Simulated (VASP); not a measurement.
# Hf (Pm-3m) in VASP: a series of runs

Runs on Hf. Level: PBEsol. Tasks: single point, relaxation of cell and atoms.

All numbers are computed with VASP 6.6.1; they aren't measurements. Logs are shortened: lines on timing, memory, paths and dates and some standing lists are left out, and cuts for length are marked.

## (1) The cell of the first run

It takes space group Pm-3m (No. 221, cubic). Conventional cell: a = 2.876 Å, b = 2.876 Å, c = 2.876 Å, α = 90.00°, β = 90.00°, γ = 90.00°. Within 3.8 Å of Hf (site symmetry m-3m) lie 6 Hf at 2.88 Å.

This isn't the form of Hf at room conditions, which is hcp.

## (2) Single point, PBEsol

INCAR

```
ALGO     = Normal         # electronic algorithm
EDIFF    = 1E-6           # SCF threshold, eV
ENCUT    = 520            # plane-wave cutoff, eV
GGA      = PS             # functional
ISIF     = 2              # what is computed and relaxed
ISMEAR   = 0              # smearing method
LASPH    = T              # aspherical terms in the spheres
LCHARG   = T              # write CHGCAR
LELF     = T              # ELF
LREAL    = F              # projectors in reciprocal space
LVHAR    = T            
LWAVE    = F              # write WAVECAR
NBANDS   = 11             # bands
NELM     = 60             # most SCF steps
PREC     = Accurate       # precision mode
SIGMA    = 0.1            # smearing width, eV
```

KPOINTS

```
k-points
0
Gamma
  8 8 8
```

POSCAR

```
Hf
1.0
    2.8758379960      0.0000000000      0.0000000000
    0.0000000000      2.8758379960      0.0000000000
    0.0000000000      0.0000000000      2.8758379960
Hf
1
Direct
    0.0000000000      0.0000000000      0.0000000000
```

Potentials or basis: VASP PAW PBE potentials, release 64 (Hf_pv).

The run is started by

```
cat potpaw_PBE.64/Hf_pv/POTCAR > POTCAR
mpirun -np 1 vasp_std > vasp.out
```

OUTCAR:

```text
EDIFF = 1E-6
   ENCUT = 520
   GGA = PS
   ISIF = 2
   ISMEAR = 0
   LASPH = T
   LREAL = F
   NELM = 60
   PREC = Accurate

 ion  position               nearest neighbor table
   1  0.000  0.000  0.000-

  LATTYP: Found a simple cubic cell.
 ALAT       =     2.8758379960

  Lattice vectors:

 A1 = (   2.8758379960,   0.0000000000,   0.0000000000)
 A2 = (   0.0000000000,   2.8758379960,   0.0000000000)
 A3 = (   0.0000000000,   0.0000000000,   2.8758379960)

Analysis of symmetry for initial positions (statically):
=====================================================================
 Subroutine PRICEL returns:
 Original cell was already a primitive cell.

 Routine SETGRP: Setting up the symmetry group for a
 simple cubic supercell.

 Subroutine GETGRP returns: Found 48 space group operations
 (whereof 48 operations were pure point group operations)
 out of a pool of 48 trial point group operations.

The static configuration has the point symmetry O_h .

Analysis of symmetry for dynamics (positions and initial velocities):
=====================================================================
 Subroutine PRICEL returns:
 Original cell was already a primitive cell.

 Routine SETGRP: Setting up the symmetry group for a
 simple cubic supercell.

 Subroutine GETGRP returns: Found 48 space group operations
 (whereof 48 operations were pure point group operations)
 out of a pool of 48 trial point group operations.

The dynamic configuration has the point symmetry O_h .

 Subroutine INISYM returns: Found 48 space group operations
 (whereof 48 operations are pure point group operations),
 and found     1 'primitive' translations

----------------------------------------------------------------------------------------

                                     Primitive cell

  volume of cell :      23.7845

  direct lattice vectors                    reciprocal lattice vectors
     2.875837996  0.000000000  0.000000000     0.347724733  0.000000000  0.000000000
     0.000000000  2.875837996  0.000000000     0.000000000  0.347724733  0.000000000
     0.000000000  0.000000000  2.875837996     0.000000000  0.000000000  0.347724733

  length of vectors
     2.875837996  2.875837996  2.875837996     0.347724733  0.347724733  0.347724733

  position of ions in fractional coordinates (direct lattice)
     0.000000000  0.000000000  0.000000000

  ion indices of the primitive-cell ions
   primitive index   ion index
                 1           1

----------------------------------------------------------------------------------------

 KPOINTS: k-points

Automatic generation of k-mesh.
 Grid dimensions read from file:
 generate k-points for:    8    8    8

 Generating k-lattice:

  Cartesian coordinates                     Fractional coordinates (reciprocal lattice)
     0.043465592  0.000000000  0.000000000     0.125000000  0.000000000  0.000000000
     0.000000000  0.043465592  0.000000000     0.000000000  0.125000000  0.000000000
     0.000000000  0.000000000  0.043465592     0.000000000  0.000000000  0.125000000

  Length of vectors
     0.043465592  0.043465592  0.043465592

  Shift w.r.t. Gamma in fractional coordinates (k-lattice)
     0.000000000  0.000000000  0.000000000

 Subroutine IBZKPT returns following result:
 ===========================================

 Found     35 irreducible k-points:

 Following reciprocal coordinates:
            Coordinates               Weight
  0.000000  0.000000  0.000000      1.000000
  0.125000  0.000000  0.000000      6.000000
  0.250000  0.000000  0.000000      6.000000
  0.375000  0.000000  0.000000      6.000000
  0.500000  0.000000  0.000000      3.000000
  0.125000  0.125000  0.000000     12.000000
[... 16 lines left out ...]
  0.375000  0.375000  0.125000     24.000000
  0.500000  0.375000  0.125000     24.000000
 [... further k-points ...]
   k-points           NKPTS =     35   k-points in BZ     NKDIM =     35   number of bands    NBANDS=     11
   number of dos      NEDOS =    301   number of ions     NIONS =      1
   total plane-waves  NPLWV =  13824
   dimension x,y,z NGX =    24 NGY =   24 NGZ =   24
   dimension x,y,z NGXF=    48 NGYF=   48 NGZF=   48
   ions per type =               1
   NGX,Y,Z   is equivalent  to a cutoff of  13.87, 13.87, 13.87 a.u.
   NGXF,Y,Z  is equivalent  to a cutoff of  27.75, 27.75, 27.75 a.u.
 SYSTEM =  unknown system
   PREC   = accura    normal or accurate (medium, high low for compatibility)
   ISTART =      0    job   : 0-new  1-cont  2-samecut
   ICHARG =      2    charge: 1-file 2-atom 10-const
   ISPIN  =      1    spin polarized calculation?
   LNONCOLLINEAR =      F non collinear calculations
   LSORBIT =      F    spin-orbit coupling
   LASPH  =      T    aspherical Exc in radial PAW
   ENCUT  =  520.0 eV  38.22 Ry    6.18 a.u.   5.35  5.35  5.35*2*pi/ulx,y,z
   NELM   =     60;   NELMIN=  2; NELMDL= -5     # of ELM steps
   EDIFF  = 0.1E-05   stopping-criterion for ELM
   LREAL  =      F    real-space projection
   EDIFFG = 0.1E-04   stopping-criterion for IOM
   NSW    =      0    number of steps for IOM
   IBRION =     -1    ionic relax: 0-MD 1-quasi-New 2-CG
   NFREE  =      0    steps in history (QN), initial steepest desc. (CG)
   ISIF   =      2    stress and relaxation
   ISYM   =      2    0-nonsym 1-usesym 2-fastsym
   POTIM  = 0.5000    time-step for ionic-motion
   TEBEG  =    0.0;   TEEND  =   0.0 temperature during run
   PSTRESS=    0.0 pullay stress
   NELECT =      10.0000    total number of electrons
   NUPDOWN=      -1.0000    fix difference up-down
   EMIN   =  10.00;   EMAX   =-10.00  energy-range for DOS
   EFERMI =   0.00;   METHOD = LEGACY
   ISMEAR =     0;   SIGMA  =   0.10  broadening in eV -4-tet -1-fermi 0-gaus
   EFERMI_NEDOS =   21; number of points for ismear=-14 and -15
   IALGO  =     38    algorithm
   IMIX   =      4    mixing-type and parameters
     AMIX     =   0.40;   BMIX     =  1.00
     AMIX_MAG =   1.60;   BMIX_MAG =  1.00
  volume/ion in A,a.u.               =      23.78       160.51
  Fermi-wavevector in a.u.,A,eV,Ry     =   1.226433  2.317622 20.465031  1.504137
  Thomas-Fermi vector in A             =   2.361434
   LORBIT       =      0    0 simple, 1 ext, 2 COOP (PROOUT), +10 PAW based schemes
   GGA     = PS    functional components
   LHFCALC =     F    Hartree Fock is set to
   AEXX    =    0.0000 exact exchange contribution
   IVDW    =     0    specifies the selected vdW correction
   LEPSILON=     F    determine dielectric tensor
   LRPA    =     F    only Hartree local field effects (RPA)
 non-spin polarized calculation
 Gauss-broadening in eV      SIGMA  =   0.10
  energy-cutoff  :      520.00
  volume of cell :       23.78
 maximum number of plane-waves:       657
 NGX is ok and might be reduce to    24
   NGX = 11   NGY = 11   NGZ = 11

 number of electron      10.0000000 magnetization

 number of electron       9.9999999 magnetization

 Free energy of the ion-electron system (eV)
  ---------------------------------------------------
  ext. energy  EPLUGINS =         0.00000000
  ---------------------------------------------------
  free energy    TOTEN  =        -9.39808579 eV

  energy without entropy =       -9.38446054  energy(sigma->0) =       -9.39127317

 E-fermi :   3.9211     XC(G=0): -11.0164

 val. band max:        3.9125020293   @ k =   0.3750   0.1250   0.1250
 cond. band min:       3.9341328016   @ k =   0.2500   0.1250   0.0000
 fundamental gap:      0.0216307723
 Fermi energy:         3.9211011535

 k-point     1 :       0.0000    0.0000    0.0000
  band No.  band energies     occupation
      1     -25.8603      2.00000
      2     -25.8603      2.00000
      3     -25.8603      2.00000
      4      -2.7010      2.00000
      5       2.4188      2.00000
      6       2.4188      2.00000
      7      10.6711      0.00000
      8      10.6711      0.00000
      9      10.6711      0.00000
     10      17.1015      0.00000
     11      17.1015      0.00000

 k-point     2 :       0.1250    0.0000    0.0000
  band No.  band energies     occupation
      1     -26.0245      2.00000
      2     -25.8466      2.00000
      3     -25.8466      2.00000
      4      -2.2842      2.00000
      5       2.5411      2.00000
      6       2.8154      2.00000
      7       9.8695      0.00000
      8       9.8695      0.00000
      9      10.7265      0.00000
     10      15.3096      0.00000
     11      17.1281      0.00000

 k-point     3 :       0.2500    0.0000    0.0000
  band No.  band energies     occupation
      1     -26.4045      2.00000
      2     -25.8131      2.00000
      3     -25.8131      2.00000
      4      -1.2315      2.00000
      5       2.8567      2.00000
      6       3.7255      1.99432
      7       8.4737      0.00000
      8       8.4737      0.00000
      9      10.8637      0.00000
     10      13.2397      0.00000
     11      17.1285      0.00000

 k-point     4 :       0.3750    0.0000    0.0000
  band No.  band energies     occupation
      1     -26.7640      2.00000
      2     -25.7794      2.00000
      3     -25.7794      2.00000
      4       0.0254      2.00000
      5       3.2073      2.00000
      6       4.1333      0.00269
      7       7.4302      0.00000
      8       7.4302      0.00000
      9      11.0060      0.00000
     10      13.0484      0.00000
     11      17.1293      0.00000
[... 239 lines left out ...]
 k-point    22 :       0.5000    0.2500    0.1250
  band No.  band energies     occupation
      1     -26.8154      2.00000
      2     -26.2657      2.00000
      3     -25.8722      2.00000
      4       2.2384      2.00000
      5       2.8575      2.00000
      6       5.3608      0.00000
      7       5.6385      0.00000
      8       8.4399      0.00000
      9       9.6024      0.00000
     10      14.0504      0.00000
     11      17.1157      0.00000

 k-point    23 :       0.3750    0.3750    0.1250
  band No.  band energies     occupation
      1     -26.6346      2.00000
      2     -26.6191      2.00000
      3     -25.8523      2.00000
      4       1.5676      2.00000
      5       3.4815      2.00000
      6       6.0293      0.00000
      7       6.2045      0.00000
      8       8.7695      0.00000
      9       8.8151      0.00000
     10      14.5464      0.00000
     11      16.3768      0.00000

 k-point    24 :       0.5000    0.3750    0.1250
  band No.  band energies     occupation
      1     -26.7643      2.00000
      2     -26.6064      2.00000
      3     -25.8379      2.00000
      4       1.4054      2.00000
      5       3.7292      1.99334
      6       5.8002      0.00000
      7       6.2246      0.00000
      8       8.9145      0.00000
      9      10.2805      0.00000
     10      13.7408      0.00000
     11      16.9029      0.00000

 [... further k-points ...]

------------------------ aborting loop because EDIFF is reached ----------------------------------------

  FORCE on cell =-STRESS in cart. coord.  units (eV):
  Direction    XX          YY          ZZ          XY          YZ          ZX
  --------------------------------------------------------------------------------------
  -------------------------------------------------------------------------------------
  Total       -0.0374027     -0.0374027     -0.0374027      0.0000000     -0.0000000      0.0000000
  in kB       -2.5195320     -2.5195320     -2.5195320      0.0000000     -0.0000000      0.0000000
  external PRESSURE =      -2.5195320 kB  Pullay stress =       0.0000000 kB

 VOLUME and BASIS-vectors are now :
 -----------------------------------------------------------------------------
  energy-cutoff  :      520.00
  volume of cell :       23.78
      direct lattice vectors                 reciprocal lattice vectors
     2.875837996  0.000000000  0.000000000     0.347724733  0.000000000  0.000000000
     0.000000000  2.875837996  0.000000000     0.000000000  0.347724733  0.000000000
     0.000000000  0.000000000  2.875837996     0.000000000  0.000000000  0.347724733

 POSITION                                       TOTAL-FORCE (eV/Angst)
 -----------------------------------------------------------------------------------
      0.00000      0.00000      0.00000         0.000000      0.000000      0.000000
 -----------------------------------------------------------------------------------
    total drift:                                0.000000     -0.000000      0.000000

  FREE ENERGIE OF THE ION-ELECTRON SYSTEM (eV)
  ---------------------------------------------------
  free  energy   TOTEN  =        -9.3980857867 eV

  energy  without entropy=       -9.3844605434  energy(sigma->0) =       -9.39127317
```

Run time: 8.8 s. Hardware: 1 thread of Intel Xeon 8259CL, shared host; peak memory 0.14 GiB.

What came out:

| Property | Result |
| --- | --- |
| Free energy | -9.3981 eV |
| Pressure | -0.3 GPa |
| Band gap on the k mesh | zero (bands 5 and 6 overlap by 2.44 eV) |

Levels at points of the mesh, in eV from the Fermi level:
```
           k point  band 2  band 3  band 4  band 5  band 6  band 7  band 8  band 9
(0.00, 0.00, 0.00)  -29.78  -29.78   -6.62   -1.50   -1.50    6.75    6.75    6.75
(0.50, 0.00, 0.00)  -29.69  -29.69   -3.19   -0.56   -0.03    3.14    3.14    7.15
(0.50, 0.50, 0.00)  -30.68  -29.60   -3.03   -0.62    3.91    3.91    4.65    4.65
(0.50, 0.50, 0.50)  -30.55  -30.55   -1.40   -1.40   -1.40    6.91    9.40    9.40
```

Caveat: the PAW data sets were made with another functional, which shifts forces and pressure a little; spin-orbit coupling is left out, which moves the levels of the heavy elements.

## (3) Relaxation of cell and atoms, PBEsol

This run uses another cell than the first one, of 24.64 Å³/atom.

INCAR

```
SYSTEM = Hf
  PREC = Accurate
  ENCUT = 600
  EDIFF = 1E-6
  ISMEAR = 0
  SIGMA = 0.1
  LREAL = .FALSE.
  LASPH = .TRUE.
  NELM = 60
  ALGO = Normal
  ISIF = 3
  LWAVE = .FALSE.
  LCHARG = .FALSE.
  GGA = PS
  IBRION = 2
  NSW = 60
  EDIFFG = -0.02
```

KPOINTS

```
regular mesh
0
G
  8 8 8
  0 0 0
```

POSCAR

```
Hf
1.0
    2.9100000000      0.0000000000      0.0000000000
    0.0000000000      2.9100000000      0.0000000000
    0.0000000000      0.0000000000      2.9100000000
Hf
1
Direct
    0.0000000000      0.0000000000      0.0000000000
```

Potentials or basis: VASP PAW PBE potentials, release 64 (Hf_pv).

The run is started by

```
cat potpaw_PBE.64/Hf_pv/POTCAR > POTCAR
mpirun -np 1 vasp_std > vasp.out
```

It took 19 s on 1 thread of Intel Xeon 8259CL, shared host; peak memory 0.15 GiB.

It converged, with:

* Free energy: -9.3984 eV
* Relaxed volume: 23.71 Å³/atom
* Relaxed cell: a = 2.873 Å, b = 2.873 Å, c = 2.873 Å, α = 90.00°, β = 90.00°, γ = 90.00°
* Space group after relaxing (to 0.1 Å): Pm-3m (No. 221)
* Energy gained by relaxing: 8.7 meV/atom
* Ionic steps: 3
* Pressure after relaxing: 0.0 GPa
* Band gap on the k mesh: zero (bands 5 and 6 overlap by 2.45 eV)

The path:
```csv
step,energy change (eV),largest force (eV/Å),pressure (GPa),volume (Å³)
1,0.0000,0.0000,-2.90,24.64
2,-0.0045,0.0000,2.22,23.09
3,-0.0087,0.0000,-0.02,23.71
```

Final structure:
```
Hf
1.0
     2.87277    0.00000    0.00000
     0.00000    2.87277    0.00000
     0.00000    0.00000    2.87277
Hf
1
Direct
  0.00000 0.00000 0.00000
```

Levels at points of the mesh, in eV from the Fermi level:
```
           k point  band 2  band 3  band 4  band 5  band 6  band 7  band 8  band 9
(0.00, 0.00, 0.00)  -29.77  -29.77   -6.63   -1.51   -1.51    6.77    6.77    6.77
(0.50, 0.00, 0.00)  -29.67  -29.67   -3.19   -0.56   -0.02    3.14    3.14    7.17
(0.50, 0.50, 0.00)  -30.68  -29.58   -3.04   -0.62    3.92    3.92    4.67    4.67
(0.50, 0.50, 0.50)  -30.55  -30.55   -1.41   -1.41   -1.41    6.91    9.44    9.44
```

Caveat: the PAW data sets were made with another functional, which shifts forces and pressure a little; spin-orbit coupling is left out, which moves the levels of the heavy elements.
